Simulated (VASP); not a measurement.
# MgO (F-43m) in VASP: a series of runs

MgO is run at these levels: r2SCAN; tasks: single point.

All numbers are computed with VASP 6.6.1; they aren't measurements. Logs are shortened: lines on timing, memory, paths and dates and some standing lists are left out, and cuts for length are marked.

### 1 The cell of the first run

The structure is cubic, space group F-43m (No. 216). The conventional cell has a = 4.564 Å, b = 4.564 Å, c = 4.564 Å, α = 90.00°, β = 90.00°, γ = 90.00°. Within 2.6 Å of Mg (site symmetry -43m) lie 4 O at 1.98 Å. Within 2.6 Å of O (site symmetry -43m) lie 4 Mg at 1.98 Å.

### 2 Single point, r2SCAN

The input, POSCAR:

```
MgO
1.0
    0.0000000000      2.2820056624      2.2820056624
    2.2820056624      0.0000000000      2.2820056624
    2.2820056624      2.2820056624      0.0000000000
Mg O
1 1
Direct
    0.0000000000      0.0000000000      0.0000000000
    0.2500000000      0.2500000000      0.2500000000
```

The input, INCAR.step1:

```
SYSTEM = MgO
PREC = Accurate
ENCUT = 520
ISMEAR = 1
SIGMA = 0.5
LREAL = .FALSE.
LASPH = .TRUE.
NELM = 80
NBANDS = 11
GGA = PE
ALGO = Normal
EDIFF = 1E-4
LWAVE = .TRUE.
LCHARG = .FALSE.
```

The input, INCAR.step2:

```
SYSTEM = MgO
PREC = Accurate
ENCUT = 520
EDIFF = 1E-6
ISMEAR = 1
SIGMA = 0.5
LREAL = .FALSE.
LASPH = .TRUE.
NELM = 80
ALGO = Normal
ISIF = 2
LWAVE = .FALSE.
LCHARG = .FALSE.
METAGGA = R2SCAN
LMIXTAU = .TRUE.
NBANDS = 11
ISTART = 1
```

The input, KPOINTS:

```
Automatic mesh
0
G
  6 6 6
  0 0 0
```

Potentials or basis: VASP PAW PBE potentials, release 64 (Mg, O).

Command:

```bash
$ cat potpaw_PBE.64/Mg/POTCAR potpaw_PBE.64/O/POTCAR > POTCAR
$ cp INCAR.step1 INCAR
$ mpirun -np 1 vasp_std > vasp.out
$ cp INCAR.step2 INCAR
$ mpirun -np 1 vasp_std > vasp.out
```

OUTCAR:

```text
SYSTEM = MgO
   PREC = Accurate
   ENCUT = 520
   EDIFF = 1E-6
   ISMEAR = 1
   LREAL = .FALSE.
   LASPH = .TRUE.
   NELM = 80
   ISIF = 2
   METAGGA = R2SCAN
   ISTART = 1

 ion  position               nearest neighbor table
   1  0.000  0.000  0.000-   2 1.98   2 1.98   2 1.98   2 1.98
   2  0.250  0.250  0.250-   1 1.98   1 1.98   1 1.98   1 1.98

  LATTYP: Found a face centered cubic cell.
 ALAT       =     4.5640113248

  Lattice vectors:

 A1 = (   0.0000000000,   2.2820056624,   2.2820056624)
 A2 = (   2.2820056624,   0.0000000000,   2.2820056624)
 A3 = (   2.2820056624,   2.2820056624,   0.0000000000)

Analysis of symmetry for initial positions (statically):
=====================================================================
 Subroutine PRICEL returns:
 Original cell was already a primitive cell.

 Routine SETGRP: Setting up the symmetry group for a
 face centered cubic supercell.

 Subroutine GETGRP returns: Found 24 space group operations
 (whereof 24 operations were pure point group operations)
 out of a pool of 48 trial point group operations.

The static configuration has the point symmetry T_d .

Analysis of symmetry for dynamics (positions and initial velocities):
=====================================================================
 Subroutine PRICEL returns:
 Original cell was already a primitive cell.

 Routine SETGRP: Setting up the symmetry group for a
 face centered cubic supercell.

 Subroutine GETGRP returns: Found 24 space group operations
 (whereof 24 operations were pure point group operations)
 out of a pool of 48 trial point group operations.

The dynamic configuration has the point symmetry T_d .

 Subroutine INISYM returns: Found 24 space group operations
 (whereof 24 operations are pure point group operations),
 and found     1 'primitive' translations

----------------------------------------------------------------------------------------

                                     Primitive cell

  volume of cell :      23.7673

  direct lattice vectors                    reciprocal lattice vectors
     0.000000000  2.282005662  2.282005662    -0.219105504  0.219105504  0.219105504
     2.282005662  0.000000000  2.282005662     0.219105504 -0.219105504  0.219105504
     2.282005662  2.282005662  0.000000000     0.219105504  0.219105504 -0.219105504

  length of vectors
     3.227243357  3.227243357  3.227243357     0.379501865  0.379501865  0.379501865

  position of ions in fractional coordinates (direct lattice)
     0.000000000  0.000000000  0.000000000
     0.250000000  0.250000000  0.250000000

  ion indices of the primitive-cell ions
   primitive index   ion index
                 1           1
                 2           2

----------------------------------------------------------------------------------------

 KPOINTS: Automatic mesh

Automatic generation of k-mesh.
 Grid dimensions read from file:
 generate k-points for:    6    6    6

 Generating k-lattice:

  Cartesian coordinates                     Fractional coordinates (reciprocal lattice)
    -0.036517584  0.036517584  0.036517584     0.166666667  0.000000000  0.000000000
     0.036517584 -0.036517584  0.036517584     0.000000000  0.166666667  0.000000000
     0.036517584  0.036517584 -0.036517584     0.000000000  0.000000000  0.166666667

  Length of vectors
     0.063250311  0.063250311  0.063250311

  Shift w.r.t. Gamma in fractional coordinates (k-lattice)
     0.000000000  0.000000000  0.000000000

 Subroutine IBZKPT returns following result:
 ===========================================

 Found     16 irreducible k-points:

 Following reciprocal coordinates:
            Coordinates               Weight
  0.000000  0.000000  0.000000      1.000000
  0.166667  0.000000  0.000000      8.000000
  0.333333  0.000000  0.000000      8.000000
  0.500000  0.000000  0.000000      4.000000
  0.166667  0.166667  0.000000      6.000000
  0.333333  0.166667  0.000000     24.000000
[... 8 lines left out ...]
 -0.333333  0.333333  0.166667     24.000000
 -0.333333  0.500000  0.166667     12.000000
   k-points           NKPTS =     16   k-points in BZ     NKDIM =     16   number of bands    NBANDS=     11
   number of dos      NEDOS =    301   number of ions     NIONS =      2
   total plane-waves  NPLWV =  13824
   dimension x,y,z NGX =    24 NGY =   24 NGZ =   24
   dimension x,y,z NGXF=    48 NGYF=   48 NGZF=   48
   ions per type =               1   1
   NGX,Y,Z   is equivalent  to a cutoff of  12.36, 12.36, 12.36 a.u.
   NGXF,Y,Z  is equivalent  to a cutoff of  24.73, 24.73, 24.73 a.u.
 SYSTEM =  MgO
   PREC   = accura    normal or accurate (medium, high low for compatibility)
   ISTART =      1    job   : 0-new  1-cont  2-samecut
   ICHARG =      0    charge: 1-file 2-atom 10-const
   ISPIN  =      1    spin polarized calculation?
   LNONCOLLINEAR =      F non collinear calculations
   LSORBIT =      F    spin-orbit coupling
   LASPH  =      T    aspherical Exc in radial PAW
   ENCUT  =  520.0 eV  38.22 Ry    6.18 a.u.   6.00  6.00  6.00*2*pi/ulx,y,z
   NELM   =     80;   NELMIN=  2; NELMDL=  0     # of ELM steps
   EDIFF  = 0.1E-05   stopping-criterion for ELM
   LREAL  =      F    real-space projection
   EDIFFG = 0.1E-04   stopping-criterion for IOM
   NSW    =      0    number of steps for IOM
   IBRION =     -1    ionic relax: 0-MD 1-quasi-New 2-CG
   NFREE  =      0    steps in history (QN), initial steepest desc. (CG)
   ISIF   =      2    stress and relaxation
   ISYM   =      2    0-nonsym 1-usesym 2-fastsym
   POTIM  = 0.5000    time-step for ionic-motion
   TEBEG  =    0.0;   TEEND  =   0.0 temperature during run
   PSTRESS=    0.0 pullay stress
   NELECT =       8.0000    total number of electrons
   NUPDOWN=      -1.0000    fix difference up-down
   EMIN   =  10.00;   EMAX   =-10.00  energy-range for DOS
   EFERMI =   0.00;   METHOD = LEGACY
   ISMEAR =     1;   SIGMA  =   0.50  broadening in eV -4-tet -1-fermi 0-gaus
   EFERMI_NEDOS =   21; number of points for ismear=-14 and -15
   IALGO  =     38    algorithm
   IMIX   =      4    mixing-type and parameters
     AMIX     =   0.40;   BMIX     =  1.00
     AMIX_MAG =   1.60;   BMIX_MAG =  1.00
  volume/ion in A,a.u.               =      11.88        80.19
  Fermi-wavevector in a.u.,A,eV,Ry     =   1.138793  2.152007 17.644708  1.296849
  Thomas-Fermi vector in A             =   2.275497
   LORBIT       =      0    0 simple, 1 ext, 2 COOP (PROOUT), +10 PAW based schemes
   METAGGA = R2SCAN    functional components
   LHFCALC =     F    Hartree Fock is set to
   AEXX    =    0.0000 exact exchange contribution
   IVDW    =     0    specifies the selected vdW correction
   LEPSILON=     F    determine dielectric tensor
   LRPA    =     F    only Hartree local field effects (RPA)
 non-spin polarized calculation
 Methfessel and Paxton  Order N= 1 SIGMA  =   0.50
  energy-cutoff  :      520.00
  volume of cell :       23.77
 maximum number of plane-waves:       650
   NGX = 13   NGY = 13   NGZ = 13

 number of electron       8.0000007 magnetization

 Free energy of the ion-electron system (eV)
  ---------------------------------------------------
  ext. energy  EPLUGINS =         0.00000000
  ---------------------------------------------------
  free energy    TOTEN  =       -15.83029289 eV

  energy without entropy =      -15.87763409  energy(sigma->0) =      -15.84607329

 E-fermi :   0.5476     XC(G=0): -10.1671

 val. band max:        0.3529493070   @ k =   0.0000   0.0000   0.0000
 cond. band min:       4.6804917192   @ k =   0.0000   0.0000   0.0000
 fundamental gap:      4.3275424121
 Fermi energy:         0.5475937305

 k-point     1 :       0.0000    0.0000    0.0000
  band No.  band energies     occupation
      1     -16.4796      2.00000
      2       0.3529      1.60681
      3       0.3529      1.60680
      4       0.3529      1.60680
      5       4.6805     -0.00000
      6      18.2770      0.00000
      7      18.2770      0.00000
      8      18.2770      0.00000
      9      21.7548      0.00000
     10      21.7548      0.00000
     11      21.8765      0.00000

 k-point     2 :       0.1667    0.0000    0.0000
  band No.  band energies     occupation
      1     -16.3273      2.00000
      2      -0.6828      2.00275
      3       0.3055      1.72257
      4       0.3055      1.72257
      5       5.9716     -0.00000
      6      16.1441      0.00000
      7      17.9188      0.00000
      8      17.9188      0.00000
      9      20.1156      0.00000
     10      20.1157      0.00000
     11      20.9471      0.00000

 k-point     3 :       0.3333    0.0000    0.0000
  band No.  band energies     occupation
      1     -16.0053      2.00000
      2      -2.0903      2.00000
      3       0.2133      1.89686
      4       0.2133      1.89685
      5       8.1543     -0.00000
      6      13.0606      0.00000
      7      16.4803      0.00000
      8      16.4803      0.00000
      9      20.8260      0.00000
     10      21.7876      0.00000
     11      21.7876      0.00000

 k-point     4 :       0.5000    0.0000    0.0000
  band No.  band energies     occupation
      1     -15.8348      2.00000
      2      -2.6607      2.00000
      3       0.1685      1.95716
      4       0.1685      1.95716
      5       9.9860     -0.00000
      6      10.8946      0.00000
      7      15.9038      0.00000
      8      15.9038      0.00000
      9      21.2265      0.00000
     10      23.4942      0.00000
     11      23.4942      0.00000

 k-point     5 :       0.1667    0.1667    0.0000
  band No.  band energies     occupation
      1     -16.2776      2.00000
      2      -0.6937      2.00250
      3       0.1548      1.97256
      4       0.1548      1.97256
      5       6.2866     -0.00000
      6      15.9615      0.00000
      7      17.1276      0.00000
      8      17.9385      0.00000
      9      17.9385      0.00000
     10      22.5727      0.00000
     11      24.0738      0.00000
[... 99 lines left out ...]
 k-point    13 :       0.5000    0.5000    0.0000
  band No.  band energies     occupation
      1     -15.6426      2.00000
      2      -2.1484      2.00000
      3      -0.3932      2.02300
      4      -0.3932      2.02300
      5       7.3043     -0.00000
      6      12.8392      0.00000
      7      15.6804      0.00000
      8      18.1675      0.00000
      9      18.1675      0.00000
     10      23.4803      0.00000
     11      28.6024      0.00000

 k-point    14 :       0.5000    0.3333    0.1667
  band No.  band energies     occupation
      1     -15.7984      2.00000
      2      -1.8976      2.00000
      3      -0.6421      2.00390
      4      -0.1080      2.06887
      5       8.7425     -0.00000
      6      12.6208      0.00000
      7      14.8166      0.00000
      8      16.7855      0.00000
      9      19.9672      0.00000
     10      23.4708      0.00000
     11      25.8151      0.00000

 k-point    15 :      -0.3333    0.3333    0.1667
  band No.  band energies     occupation
      1     -15.6877      2.00000
      2      -1.8687      2.00000
      3      -0.9981      2.00011
      4      -0.2723      2.04248
      5       9.2127     -0.00000
      6      12.1940      0.00000
      7      14.7085      0.00000
      8      16.3932      0.00000
      9      21.3568      0.00000
     10      22.2895      0.00000
     11      27.0886      0.00000

 k-point    16 :      -0.3333    0.5000    0.1667
  band No.  band energies     occupation
      1     -15.6382      2.00000
      2      -1.7645      2.00000
      3      -0.8788      2.00042
      4      -0.6129      2.00496
      5       8.3451     -0.00000
      6      12.8642      0.00000
      7      15.4914      0.00000
      8      15.9031      0.00000
      9      20.0440      0.00000
     10      24.4860      0.00000
     11      25.3957      0.00000

------------------------ aborting loop because EDIFF is reached ----------------------------------------

  FORCE on cell =-STRESS in cart. coord.  units (eV):
  Direction    XX          YY          ZZ          XY          YZ          ZX
  --------------------------------------------------------------------------------------
  -------------------------------------------------------------------------------------
  Total       -0.0986390     -0.0986390     -0.0986390      0.0000000     -0.0000000      0.0000000
  in kB       -6.6493455     -6.6493455     -6.6493455      0.0000000     -0.0000000      0.0000000
  external PRESSURE =      -6.6493455 kB  Pullay stress =       0.0000000 kB

 VOLUME and BASIS-vectors are now :
 -----------------------------------------------------------------------------
  energy-cutoff  :      520.00
  volume of cell :       23.77
      direct lattice vectors                 reciprocal lattice vectors
     0.000000000  2.282005662  2.282005662    -0.219105504  0.219105504  0.219105504
     2.282005662  0.000000000  2.282005662     0.219105504 -0.219105504  0.219105504
     2.282005662  2.282005662  0.000000000     0.219105504  0.219105504 -0.219105504

 POSITION                                       TOTAL-FORCE (eV/Angst)
 -----------------------------------------------------------------------------------
      0.00000      0.00000      0.00000         0.000000      0.000000      0.000000
      1.14100      1.14100      1.14100        -0.000000     -0.000000     -0.000000
 -----------------------------------------------------------------------------------
    total drift:                                0.000003      0.000003      0.000003

  FREE ENERGIE OF THE ION-ELECTRON SYSTEM (eV)
  ---------------------------------------------------
  free  energy   TOTEN  =       -15.8302928924 eV

  energy  without entropy=      -15.8776340930  energy(sigma->0) =      -15.84607329
```

Wall time 18 s (1 thread of Intel Xeon Platinum 8259CL at 2.50GHz (Skylake/Cascade Lake), shared host); peak memory 0.14 GiB.

Results:

| Item | Value |
| --- | --- |
| Free energy | -15.8303 eV |
| Pressure | -0.7 GPa |
| Band gap on the k mesh | 4.33 eV, direct |

Caveat: the PAW data sets were made with another functional, which shifts forces and pressure a little. r2SCAN opens gaps a little over a GGA but as a rule still falls short of measured ones.

(Part 1 of 2 ends here.)
